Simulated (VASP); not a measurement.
A run of VASP 6.6.1 is set up as follows.

INCAR

```
PREC = Accurate ; ENCUT = 600
EDIFF = 1E-6 ; ISMEAR = 0
SIGMA = 0.1 ; LREAL = F
LASPH = T ; NELM = 100
ALGO = Normal ; ISIF = 3
LWAVE = F ; LCHARG = F
GGA = PE ; IBRION = 2
NSW = 90 ; EDIFFG = -0.04
```

The input KPOINTS:

```
regular mesh
0
Gamma
  6 6 6
```

POSCAR

```
BeZn2Se3
1.0
   -1.9264520500      1.9264520500      8.1732438500
    1.9264520500     -1.9264520500      8.1732438500
    1.9264520500      1.9264520500     -8.1732438500
Be Zn Se
1 2 3
Direct
    0.5000000000      0.5000000000      0.0000000000
    0.8333333300      0.8333333300      0.0000000000
    0.1666666700      0.1666666700      0.0000000000
    0.4166666700      0.9166666700      0.5000000000
    0.0833333300      0.5833333300      0.5000000000
    0.7500000000      0.2500000000      0.5000000000
```

Potentials or basis: VASP PAW PBE potentials, release 64 (Be, Zn, Se).

Launch:

```console
$ cat potpaw_PBE.64/Be/POTCAR potpaw_PBE.64/Zn/POTCAR potpaw_PBE.64/Se/POTCAR > POTCAR
$ mpirun -np 1 vasp_std > vasp.out
```

Predict the band gap on the k mesh.

1.83 eV, direct.

Predict the space group after relaxing (to 0.05 Å).

I-4m2 (No. 119).

Estimate the relaxed volume.

21.39 Å³/atom.

Final structure:
```
CELL_PARAMETERS angstrom
-1.95523 1.95523 8.39329
1.95523 -1.95523 8.39329
1.95523 1.95523 -8.39329
ATOMIC_POSITIONS crystal
Be 0.50000 0.50000 0.00000
Zn 0.83880 0.83880 0.00000
Zn 0.16120 0.16120 0.00000
Se 0.42829 0.92829 0.50000
Se 0.07171 0.57171 0.50000
Se 0.75000 0.25000 0.50000
```

A k mesh can miss the band edges. PBE gaps usually lie below the measured ones, often by a third to a half.
